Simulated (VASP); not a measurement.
# HfB2 (P6/mmm) in VASP: notebook

HfB2 is run at these levels: PBEsol; tasks: relaxation of cell and atoms.

All numbers are computed with VASP 6.6.1; they aren't measurements. Logs are shortened: lines on timing, memory, paths and dates and some standing lists are left out, and cuts for length are marked.

## (1) The cell of the first run

It takes space group P6/mmm (No. 191, hexagonal). Conventional cell: a = 3.128 Å, b = 3.128 Å, c = 3.446 Å, α = 90.00°, β = 90.00°, γ = 120.00°. Hf (site symmetry 6/mmm) has 12 B at 2.50 Å and 6 Hf at 3.13 Å within 3.3 Å. B (site symmetry -6m2) has 3 B at 1.81 Å within 2.4 Å.

## (2) Relaxation of cell and atoms, PBEsol, target pressure 4 GPa, at which the enthalpy is minimised

Contents of INCAR:

```
  ALGO = Normal
  EDIFF = 1E-6
  EDIFFG = -0.002
  ENCUT = 600
  GGA = PS
  IBRION = 2
  ISIF = 3
  ISMEAR = -1
  LASPH = True
  LCHARG = False
  LREAL = False
  LWAVE = False
  NELM = 100
  NSW = 100
  PREC = Accurate
  PSTRESS = 40.0
  SIGMA = 0.08
```

Contents of KPOINTS:

```
k-points
0
Gamma
  16 16 12
```

Contents of POSCAR:

```
HfB2
1.0
    3.1278077826      0.0000000000      0.0000000000
   -1.5639038913      2.7087609979      0.0000000000
    0.0000000000      0.0000000000      3.4462501325
Hf B
1 2
Direct
    0.0000000000      0.0000000000      0.0000000000
    0.3333333333      0.6666666667      0.5000000000
    0.6666666667      0.3333333333      0.5000000000
```

Potentials or basis: VASP PAW PBE potentials, release 64 (Hf_pv, B).

Started as:

```sh
> cat potpaw_PBE.64/Hf_pv/POTCAR potpaw_PBE.64/B/POTCAR > POTCAR
> mpirun -np 1 vasp_std > vasp.out
```

OUTCAR:

```text
EDIFF = 1E-6
   EDIFFG = -0.002
   ENCUT = 600
   GGA = PS
   IBRION = 2
   ISIF = 3
   ISMEAR = -1
   LASPH = True
   LREAL = False
   NELM = 100
   NSW = 100
   PREC = Accurate
   PSTRESS = 40.0

 ion  position               nearest neighbor table
   1  0.000  0.000  0.000-   2 2.50   3 2.50   2 2.50   3 2.50   3 2.50   3 2.50   2 2.50   2 2.50
                             3 2.50   3 2.50   2 2.50   2 2.50
   2  0.333  0.667  0.500-   3 1.81   3 1.81   3 1.81   1 2.50   1 2.50   1 2.50   1 2.50   1 2.50
                             1 2.50
   3  0.667  0.333  0.500-   2 1.81   2 1.81   2 1.81   1 2.50   1 2.50   1 2.50   1 2.50   1 2.50
                             1 2.50

  LATTYP: Found a hexagonal cell.
 ALAT       =     3.1278077826
 C/A-ratio  =     1.1018100766

  Lattice vectors:

 A1 = (   3.1278077826,   0.0000000000,   0.0000000000)
 A2 = (  -1.5639038913,   2.7087609979,   0.0000000000)
 A3 = (   0.0000000000,   0.0000000000,   3.4462501325)

Analysis of symmetry for initial positions (statically):
=====================================================================
 Subroutine PRICEL returns:
 Original cell was already a primitive cell.

 Routine SETGRP: Setting up the symmetry group for a
 hexagonal supercell.

 Subroutine GETGRP returns: Found 24 space group operations
 (whereof 24 operations were pure point group operations)
 out of a pool of 24 trial point group operations.

The static configuration has the point symmetry D_6h.

Analysis of symmetry for dynamics (positions and initial velocities):
=====================================================================
 Subroutine PRICEL returns:
 Original cell was already a primitive cell.

 Routine SETGRP: Setting up the symmetry group for a
 hexagonal supercell.

 Subroutine GETGRP returns: Found 24 space group operations
 (whereof 24 operations were pure point group operations)
 out of a pool of 24 trial point group operations.

The dynamic configuration has the point symmetry D_6h.

 Subroutine INISYM returns: Found 24 space group operations
 (whereof 24 operations are pure point group operations),
 and found     1 'primitive' translations

----------------------------------------------------------------------------------------

                                     Primitive cell

  volume of cell :      29.1983

  direct lattice vectors                    reciprocal lattice vectors
     3.127807783  0.000000000  0.000000000     0.319712741  0.184586237  0.000000000
    -1.563903891  2.708760998  0.000000000     0.000000000  0.369172474  0.000000000
     0.000000000  0.000000000  3.446250132     0.000000000  0.000000000  0.290170464

  length of vectors
     3.127807783  3.127807783  3.446250132     0.369172474  0.369172474  0.290170464

  position of ions in fractional coordinates (direct lattice)
     0.000000000  0.000000000  0.000000000
     0.333333333  0.666666667  0.500000000
     0.666666667  0.333333333  0.500000000

  ion indices of the primitive-cell ions
   primitive index   ion index
                 1           1
                 2           2
                 3           3

----------------------------------------------------------------------------------------

 KPOINTS: k-points

Automatic generation of k-mesh.
 Grid dimensions read from file:
 generate k-points for:   16   16   12

 Generating k-lattice:

  Cartesian coordinates                     Fractional coordinates (reciprocal lattice)
     0.019982046  0.011536640  0.000000000     0.062500000 -0.000000000  0.000000000
     0.000000000  0.023073280  0.000000000     0.000000000  0.062500000  0.000000000
     0.000000000  0.000000000  0.024180872     0.000000000  0.000000000  0.083333333

  Length of vectors
     0.023073280  0.023073280  0.024180872

  Shift w.r.t. Gamma in fractional coordinates (k-lattice)
     0.000000000  0.000000000  0.000000000

 Subroutine IBZKPT returns following result:
 ===========================================

 Found    210 irreducible k-points:

 Following reciprocal coordinates:
[... 40 lines left out ...]
   AEXX    =    0.0000 exact exchange contribution
   IVDW    =     0    specifies the selected vdW correction
   LEPSILON=     F    determine dielectric tensor
   LRPA    =     F    only Hartree local field effects (RPA)
 conjugate gradient relaxation of ions
 non-spin polarized calculation
  energy-cutoff  :      600.00
  volume of cell :       29.20
 maximum number of plane-waves:       997
 NGX is ok and might be reduce to    28
   NGX = 13   NGY = 13   NGZ = 13

--------------------------------------- Ionic step        1  -------------------------------------------

 number of electron      16.0000001 magnetization

 Free energy of the ion-electron system (eV)
  ---------------------------------------------------
  ext. energy  EPLUGINS =         0.00000000
  ---------------------------------------------------
  free energy    TOTEN  =       -27.87060059 eV

  energy without entropy =      -27.86529445  energy(sigma->0) =      -27.86794752

------------------------ aborting loop because EDIFF is reached ----------------------------------------

  FORCE on cell =-STRESS in cart. coord.  units (eV):
  Direction    XX          YY          ZZ          XY          YZ          ZX
  --------------------------------------------------------------------------------------
  -------------------------------------------------------------------------------------
  Total       -0.0377150     -0.0377150      0.0238420      0.0000000     -0.0000000     -0.0000000
  in kB       -2.0695056     -2.0695056      1.3082630      0.0000000     -0.0000000     -0.0000000
  external PRESSURE =     -40.9435827 kB  Pullay stress =      40.0000000 kB
[... 100 lines left out ...]
  energy  without entropy=      -27.8602508342  energy(sigma->0) =      -27.86286009

  enthalpy is  TOTEN    =       -27.1472518447 eV   P V=        0.7182175040

[... ionic steps 4 to 7 ...]

--------------------------------------- Ionic step        8  -------------------------------------------

 number of electron      16.0000001 magnetization

------------------------ aborting loop because EDIFF is reached ----------------------------------------
[... 73 lines left out ...]
--------------------------------------- Ionic step       10  -------------------------------------------

 number of electron      16.0000001 magnetization

 Free energy of the ion-electron system (eV)
  ---------------------------------------------------
  ext. energy  EPLUGINS =         0.00000000
  ---------------------------------------------------
  free energy    TOTEN  =       -27.86538284 eV

  energy without entropy =      -27.86016049  energy(sigma->0) =      -27.86277167

 E-fermi :   7.8366     XC(G=0): -12.8350

 val. band max:        7.8343185820   @ k =   0.0625   0.0625   0.5000
 cond. band min:       7.8440750783   @ k =   0.1875   0.1875   0.0833
 fundamental gap:      0.0097564963
 Fermi energy:         7.8366337004

 k-point     1 :       0.0000    0.0000    0.0000
  band No.  band energies     occupation
      1     -22.6549      2.00000
      2     -22.1153      2.00000
      3     -22.1153      2.00000
      4      -6.0967      2.00000
      5       4.7116      2.00000
      6       4.8081      2.00000
      7       4.8081      2.00000
      8       5.1235      2.00000
      9      11.9627      0.00000
     10      11.9627      0.00000
     11      12.7031      0.00000
     12      12.7031      0.00000
[... 331 lines left out ...]
 k-point    24 :       0.2500    0.1875    0.0000
  band No.  band energies     occupation
      1     -22.7767      2.00000
      2     -22.5220      2.00000
      3     -22.3943      2.00000
      4      -3.3038      2.00000
      5       0.8807      2.00000
      6       2.4366      2.00000
      7       4.0343      2.00000
      8       7.3066      1.99735
      9       7.9663      0.33022
     10       9.2380      0.00000
     11      14.0730      0.00000
     12      14.8219      0.00000

 [... further k-points ...]

------------------------ aborting loop because EDIFF is reached ----------------------------------------

  FORCE on cell =-STRESS in cart. coord.  units (eV):
  Direction    XX          YY          ZZ          XY          YZ          ZX
  --------------------------------------------------------------------------------------
  -------------------------------------------------------------------------------------
  Total        0.7238677      0.7238677      0.7190568      0.0000000      0.0000000      0.0000000
  in kB       40.3199442     40.3199442     40.0519720      0.0000000      0.0000000      0.0000000
  external PRESSURE =       0.2306201 kB  Pullay stress =      40.0000000 kB
[... 22 lines left out ...]
  energy  without entropy=      -27.8601604937  energy(sigma->0) =      -27.86277167

  enthalpy is  TOTEN    =       -27.1472591413 eV   P V=        0.7181237028

 reached required accuracy - stopping structural energy minimisation
```

Run time: 2.4 min. Hardware: 1 thread of Intel Xeon 6975P-C (Granite Rapids), shared host; peak memory 0.24 GiB.

Results:

| Property | Result |
| --- | --- |
| Free energy | -27.8654 eV |
| Relaxed volume | 9.59 Å³/atom |
| Relaxed cell | a = 3.112 Å, b = 3.112 Å, c = 3.429 Å, α = 90.00°, β = 90.00°, γ = 120.00° |
| Space group after relaxing (to 0.1 Å) | P6/mmm (No. 191) |
| Energy change on relaxing (the run minimises the enthalpy) | +1.7 meV/atom |
| Ionic steps | 10 |
| Pressure after relaxing | 4.0 GPa |
| Band gap on the k mesh | zero (bands 8 and 9 overlap by 1.20 eV) |

The path:
```csv
step,energy change (eV),largest force (eV/Å),pressure (GPa),volume (Å³)
1,0.0000,0.0000,-0.09,29.20
2,0.0320,0.0000,10.25,28.16
3,0.0051,0.0000,3.97,28.77
4,0.0053,0.0000,4.06,28.76
5,0.0050,0.0000,3.93,28.77
6,0.0051,0.0000,3.92,28.77
7,0.0051,0.0000,3.95,28.77
8,0.0053,0.0000,4.04,28.76
9,0.0053,0.0000,4.04,28.76
10,0.0052,0.0000,4.02,28.76
```

Final structure:
```
Hf B
1.0
     3.11227    0.00000    0.00000
    -1.55613    2.69530    0.00000
     0.00000    0.00000    3.42898
Hf B
1 2
Direct
  0.00000 0.00000 0.00000
  0.33333 0.66667 0.50000
  0.66667 0.33333 0.50000
```

Levels at points of the mesh, in eV from the Fermi level:
```csv
k point,band 4,band 5,band 6,band 7,band 8,band 9,band 10,band 11,band 12
"(0.00, 0.00, 0.00)",-13.93,-3.13,-3.03,-3.03,-2.71,4.13,4.13,4.87,4.87
"(0.50, 0.00, 0.00)",-9.97,-9.05,-4.24,-3.49,-3.03,2.21,2.78,5.82,5.87
"(0.00, 0.00, 0.50)",-11.32,-8.53,-1.23,-1.23,0.21,0.21,0.97,0.97,2.38
"(0.50, 0.00, 0.50)",-10.50,-7.53,-5.14,-4.87,-2.62,4.16,4.37,6.45,7.60
```

Caveat: the cell is relaxed towards a set pressure, so the run minimises the enthalpy, not the energy; the PAW data sets were made with another functional, which shifts forces and pressure a little; spin-orbit coupling is left out, which moves the levels of the heavy elements.

## (3) Relaxation of cell and atoms, PBEsol, target pressure 7 GPa, at which the enthalpy is minimised

Contents of INCAR:

```
ALGO = Normal
EDIFF = 1E-6
EDIFFG = -0.002
ENCUT = 600
GGA = PS
IBRION = 2
ISIF = 3
ISMEAR = -1
LASPH = True
LCHARG = False
LREAL = False
LWAVE = False
NELM = 60
NSW = 100
PREC = Accurate
PSTRESS = 70.0
SIGMA = 0.08
```

KPOINTS is that of step 2.

POSCAR is that of step 2.

Potentials or basis: VASP PAW PBE potentials, release 64 (Hf_pv, B).

Started as:

```sh
> cat potpaw_PBE.64/Hf_pv/POTCAR potpaw_PBE.64/B/POTCAR > POTCAR
> mpirun -np 1 vasp_std > vasp.out
```

It took 2.2 min on 1 thread of Intel Xeon 6975P-C (Granite Rapids), shared host; peak memory 0.25 GiB.

It converged, with:

```yaml
Free_energy: -27.8552 eV
Relaxed_volume: 9.49 Å³/atom
Relaxed_cell: a = 3.102 Å, b = 3.102 Å, c = 3.415 Å, α = 90.00°, β = 90.00°, γ = 120.00°
Space_group_after_relaxing_to_0.1_Å: P6/mmm (No. 191)
Energy_change_on_relaxing_the_run_minimises_the_enthalpy: +5.1 meV/atom
Ionic_steps: 8
Pressure_after_relaxing: 7.0 GPa
Band_gap_on_the_k_mesh: zero (bands 8 and 9 overlap by 1.21 eV)
```

Step by step:
| step | energy change (eV) | largest force (eV/Å) | pressure (GPa) | volume (Å³) |
| --- | --- | --- | --- | --- |
| 1 | 0.0000 | 0.0000 | -0.09 | 29.20 |
| 2 | 0.0992 | 0.0000 | 18.86 | 27.41 |
| 3 | 0.0151 | 0.0000 | 6.93 | 28.47 |
| 4 | 0.0157 | 0.0000 | 7.07 | 28.46 |
| 5 | 0.0158 | 0.0000 | 7.08 | 28.46 |
| 6 | 0.0158 | 0.0000 | 7.08 | 28.46 |
| 7 | 0.0150 | 0.0000 | 6.90 | 28.47 |
| 8 | 0.0154 | 0.0000 | 6.99 | 28.47 |

Final structure:
```
Hf B
1.0
     3.10230    0.00000    0.00000
    -1.55115    2.68667    0.00000
     0.00000    0.00000    3.41519
Hf B
1 2
Direct
  0.00000 0.00000 0.00000
  0.33333 0.66667 0.50000
  0.66667 0.33333 0.50000
```

Levels at points of the mesh, in eV from the Fermi level:
```tsv
k point	band 6	band 7	band 8	band 9	band 10	band 11
(0.00, 0.00, 0.00)	-3.06	-3.06	-2.70	4.18	4.18	4.93
(0.50, 0.00, 0.00)	-4.27	-3.50	-3.06	2.23	2.81	5.90
(0.00, 0.00, 0.50)	-1.23	-1.23	0.20	0.20	0.98	0.98
(0.50, 0.00, 0.50)	-5.18	-4.91	-2.60	4.22	4.44	6.53
```

Caveat: the cell is relaxed towards a set pressure, so the run minimises the enthalpy, not the energy; the PAW data sets were made with another functional, which shifts forces and pressure a little; spin-orbit coupling is left out, which moves the levels of the heavy elements.

## (4) Relaxation of cell and atoms, PBEsol, target pressure 10 GPa, at which the enthalpy is minimised

Contents of INCAR:

```
PREC     = Accurate       # precision mode
ENCUT    = 600            # plane-wave cutoff, eV
EDIFF    = 1E-6           # SCF threshold, eV
ISMEAR   = -1             # smearing method
SIGMA    = 0.08           # smearing width, eV
LREAL    = False          # projectors in reciprocal space
LASPH    = True           # aspherical terms in the spheres
NELM     = 100            # most SCF steps
ALGO     = Normal         # electronic algorithm
ISIF     = 3              # what is computed and relaxed
LWAVE    = False          # write WAVECAR
LCHARG   = False          # write CHGCAR
GGA      = PS             # functional
IBRION   = 2              # ionic algorithm
NSW      = 100            # ionic steps
EDIFFG   = -0.002         # ionic threshold
PSTRESS  = 100.0
```

Contents of KPOINTS:

```
Automatic mesh
0
Gamma
  16 16 12
```

POSCAR is that of step 3.

Started as:

```sh
> cat potpaw_PBE.64/Hf_pv/POTCAR potpaw_PBE.64/B/POTCAR > POTCAR
> mpirun -np 1 vasp_std > vasp.out
```

Run time: 2.2 min. Hardware: 1 thread of Intel Xeon 6975P-C (Granite Rapids), shared host; peak memory 0.25 GiB.

Results (log left out):

* Free energy: -27.8401 eV
* Relaxed volume: 9.39 Å³/atom
* Relaxed cell: a = 3.093 Å, b = 3.093 Å, c = 3.402 Å, α = 90.00°, β = 90.00°, γ = 120.00°
* Space group after relaxing (to 0.1 Å): P6/mmm (No. 191)
* Energy change on relaxing (the run minimises the enthalpy): +10.2 meV/atom
* Ionic steps: 8
* Pressure after relaxing: 10.0 GPa
* Band gap on the k mesh: zero (bands 8 and 9 overlap by 1.22 eV)

Step by step:
```tsv
step	energy change (eV)	largest force (eV/Å)	pressure (GPa)	volume (Å³)
1	0.0000	0.0000	-0.09	29.20
2	0.2069	0.0000	28.46	26.68
3	0.0295	0.0000	9.84	28.20
4	0.0308	0.0000	10.04	28.18
5	0.0309	0.0000	10.06	28.17
6	0.0309	0.0000	10.06	28.17
7	0.0301	0.0000	9.93	28.19
8	0.0306	0.0000	9.99	28.18
```

Final structure:
```
CELL_PARAMETERS angstrom
3.09259 0.00000 0.00000
-1.54630 2.67826 0.00000
0.00000 0.00000 3.40220
ATOMIC_POSITIONS crystal
Hf 0.00000 0.00000 0.00000
B 0.33333 0.66667 0.50000
B 0.66667 0.33333 0.50000
```

Levels at points of the mesh, in eV from the Fermi level:
| k point | band 4 | band 5 | band 6 | band 7 | band 8 | band 9 | band 10 | band 11 | band 12 |
| --- | --- | --- | --- | --- | --- | --- | --- | --- | --- |
| (0.00, 0.00, 0.00) | -14.05 | -3.17 | -3.08 | -3.08 | -2.69 | 4.23 | 4.23 | 5.00 | 5.00 |
| (0.50, 0.00, 0.00) | -10.07 | -9.06 | -4.30 | -3.51 | -3.09 | 2.26 | 2.84 | 5.98 | 6.00 |
| (0.00, 0.00, 0.50) | -11.33 | -8.60 | -1.24 | -1.24 | 0.20 | 0.20 | 0.99 | 0.99 | 2.46 |
| (0.50, 0.00, 0.50) | -10.60 | -7.54 | -5.22 | -4.94 | -2.57 | 4.27 | 4.51 | 6.61 | 7.83 |

Caveat: the cell is relaxed towards a set pressure, so the run minimises the enthalpy, not the energy; the PAW data sets were made with another functional, which shifts forces and pressure a little; spin-orbit coupling is left out, which moves the levels of the heavy elements.

## (5) Relaxation of cell and atoms, PBEsol, target pressure 15 GPa, at which the enthalpy is minimised

Contents of INCAR:

```
PREC = Accurate
ENCUT = 600
EDIFF = 1E-6
ISMEAR = -1
SIGMA = 0.08
LREAL = F
LASPH = T
NELM = 60
ALGO = Normal
ISIF = 3
LWAVE = F
LCHARG = F
GGA = PS
IBRION = 2
NSW = 100
EDIFFG = -0.002
PSTRESS = 150.0
```

KPOINTS is that of step 4.

POSCAR is that of step 4.

Started as:

```sh
> cat potpaw_PBE.64/Hf_pv/POTCAR potpaw_PBE.64/B/POTCAR > POTCAR
> mpirun -np 1 vasp_std > vasp.out
```

Wall time 2.5 min (1 thread of Intel Xeon 6975P-C (Granite Rapids), shared host); peak memory 0.25 GiB.

It converged, with:

```
Free energy                                                : -27.8053 eV
Relaxed volume                                             : 9.24 Å³/atom
Relaxed cell                                               : a = 3.077 Å, b = 3.077 Å, c = 3.382 Å, α = 90.00°, β = 90.00°, γ = 120.00°
Space group after relaxing (to 0.1 Å)                      : P6/mmm (No. 191)
Energy change on relaxing (the run minimises the enthalpy) : +21.8 meV/atom
Ionic steps                                                : 9
Pressure after relaxing                                    : 15.0 GPa
Band gap on the k mesh                                     : zero (bands 8 and 9 overlap by 1.23 eV)
```

Step by step:
```
step  energy change (eV)  largest force (eV/Å)  pressure (GPa)  volume (Å³)
   1              0.0000                0.0000           -0.09        29.20
   2              0.4845                0.0000           46.90        25.49
   3              0.0619                0.0000           14.62        27.77
   4              0.0646                0.0000           14.93        27.74
   5              0.0673                0.0000           15.27        27.71
   6              0.0621                0.0000           14.59        27.77
   7              0.0632                0.0000           14.74        27.76
   8              0.0668                0.0000           15.18        27.72
   9              0.0653                0.0000           15.01        27.73
```

Final structure:
```
Hf B
1.0
     3.07719    0.00000    0.00000
    -1.53859    2.66492    0.00000
     0.00000    0.00000    3.38181
Hf B
1 2
Direct
  0.00000 0.00000 0.00000
  0.33333 0.66667 0.50000
  0.66667 0.33333 0.50000
```

Levels at points of the mesh, in eV from the Fermi level:
| k point | band 6 | band 7 | band 8 | band 9 | band 10 | band 11 |
| --- | --- | --- | --- | --- | --- | --- |
| (0.00, 0.00, 0.00) | -3.13 | -3.13 | -2.67 | 4.32 | 4.32 | 5.10 |
| (0.50, 0.00, 0.00) | -4.35 | -3.53 | -3.14 | 2.30 | 2.90 | 6.11 |
| (0.00, 0.00, 0.50) | -1.25 | -1.25 | 0.19 | 0.19 | 1.00 | 1.00 |
| (0.50, 0.00, 0.50) | -5.29 | -5.00 | -2.54 | 4.37 | 4.63 | 6.74 |

Caveat: the cell is relaxed towards a set pressure, so the run minimises the enthalpy, not the energy; the PAW data sets were made with another functional, which shifts forces and pressure a little; spin-orbit coupling is left out, which moves the levels of the heavy elements.

## (6) The runs side by side

| cell | gap on the mesh (eV) | pressure (GPa) |
| --- | --- | --- |
| relaxed to 4 GPa | none | 4.0 |
| relaxed to 7 GPa | none | 7.0 |
| relaxed to 10 GPa | none | 10.0 |
| relaxed to 15 GPa | none | 15.0 |

Alike in all rows: task relaxation of cell and atoms; level PBEsol; potentials or basis VASP PAW PBE potentials, release 64 (Hf_pv, B); no spin polarisation; k mesh 16 × 16 × 12; cutoff (eV) 600; smearing fermi-dirac 0.08 eV.

Caveats: the cell is relaxed towards a set pressure, so the run minimises the enthalpy, not the energy; the PAW data sets were made with another functional, which shifts forces and pressure a little; spin-orbit coupling is left out, which moves the levels of the heavy elements.

Absolute energies hang on the potentials; compare differences alone.

The gap in the log of VASP goes by the Fermi energy; the results here count the filled bands.